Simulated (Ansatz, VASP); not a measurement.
# SiW3: VASP beside Ansatz

```xyz
4
Lattice="-2.5892 2.5892 2.7445 2.5892 -2.5892 2.7445 2.5892 2.5892 -2.7445" Properties=species:S:1:pos:R:3 pbc="T T T"
Si    0.0000    0.0000    0.0000
W     0.0000    0.0000    2.7445
W     0.0000    2.5892    0.0000
W     2.5892    0.0000    0.0000
```

Change from the starting cell: strain +0.0600 x Voigt [0, 0, 1, 0, 0, 0], atoms carried along.

Alike in both runs: task single point; functional r2SCAN; k mesh 14 × 14 × 14; occupations gaussian, width 0.15 eV; no spin polarisation.

|  | VASP | Ansatz |
| --- | --- | --- |
| version | VASP 6.6.1 | Ansatz 0.2.0 |
| potentials or method | VASP PAW PBE potentials, release 64 (Si, W_sv), cutoff 520 eV | scalar-relativistic, plane waves, PAW |
| valence electrons in the cell | 46 | 46 |

Ansatz gave:

* gap on the k mesh at the Fermi level (eV): none
* pressure (GPa): -9.0
* traceless stress, the component that is largest in VASP (GPa): -8.86

**Question.** Estimate VASP's values.

**Answer.** gap on the k mesh at the Fermi level (eV): none; pressure (GPa): -8.4; traceless stress, the component that is largest in VASP (GPa): -9.00.

VASP's potentials were made for PBE, not for r2SCAN. A gap of «none» marks a metal or a gap that the smearing closes.

Neither program's run includes spin-orbit coupling.
